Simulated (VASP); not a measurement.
Wanted: the native input for a VASP 6.6.1 run.

```
Task                   : single point
Functional             : PBEsol
Potentials or basis    : VASP PAW PBE potentials, release 64 (Ti_sv, O)
Cutoff                 : 520 eV
k mesh                 : 3 × 3 × 1
Occupations            : fermi-dirac, width 0.24 eV
Spin                   : no spin polarisation
Dipole correction      : no
Further INCAR settings : ALGO = Normal; EDIFF = 1e-06; NBANDS = 60
```

The structure of TiO2 lies in POSCAR:

```
TiO2
1.0
    3.8470600000      0.0000000000      0.0000000000
    0.0000000000      3.8470600000      0.0000000000
    0.0000000000      0.0000000000      9.6699950000
Ti O
4 8
Direct
    0.0350137508     -0.0047568793      0.0140537818
   -0.1371956767      0.5259080961      0.2432576232
    0.4636527634      0.4660961877      0.5045090509
    0.4169417685     -0.0435137482      0.7304864170
   -0.0401345443      0.0386528934      0.2108067274
   -0.0639189407      0.5975212240      0.4918409989
    0.0576804105      0.4994723243      0.0479627963
   -0.1022599076     -0.0048088670      0.8090283397
    0.5653667996      0.5279876061      0.7169807223
    0.4507338071     -0.0499342355      0.9743541750
    0.4342796837     -0.0173639091      0.5384697717
    0.4589218780      0.6310013361      0.3207137129
```

The input as run:

INCAR

```
PREC     = Accurate       # precision mode
ENCUT    = 520            # plane-wave cutoff, eV
EDIFF    = 1E-6           # SCF threshold, eV
ISMEAR   = -1             # smearing method
SIGMA    = 0.24           # smearing width, eV
LREAL    = False          # projectors in reciprocal space
LASPH    = True           # aspherical terms in the spheres
NELM     = 100            # most SCF steps
ALGO     = Normal         # electronic algorithm
ISIF     = 2              # what is computed and relaxed
LWAVE    = False          # write WAVECAR
LCHARG   = False          # write CHGCAR
GGA      = PS             # functional
NBANDS   = 60             # bands
```

KPOINTS

```
regular mesh
0
Gamma
  3 3 1
```

Potentials or basis: VASP PAW PBE potentials, release 64 (Ti_sv, O).

Run with:

```bash
$ cat potpaw_PBE.64/Ti_sv/POTCAR potpaw_PBE.64/O/POTCAR > POTCAR
$ mpirun -np 1 vasp_std > vasp.out
```

It gave:

| Quantity | Value |
| --- | --- |
| Pressure | -2.7 GPa |
| Largest force | 3.625 eV/Å |
| Band gap on the k mesh | 1.58 eV (least direct gap 1.78 eV) |

Caveat: the k points lie up to 0.65 Å⁻¹ apart; the PAW data sets were made with another functional, which shifts forces and pressure a little.

Wall time 2.1 min on 1 thread of Intel Xeon 8259CL, with other jobs on the host, peak memory 0.24 GiB.
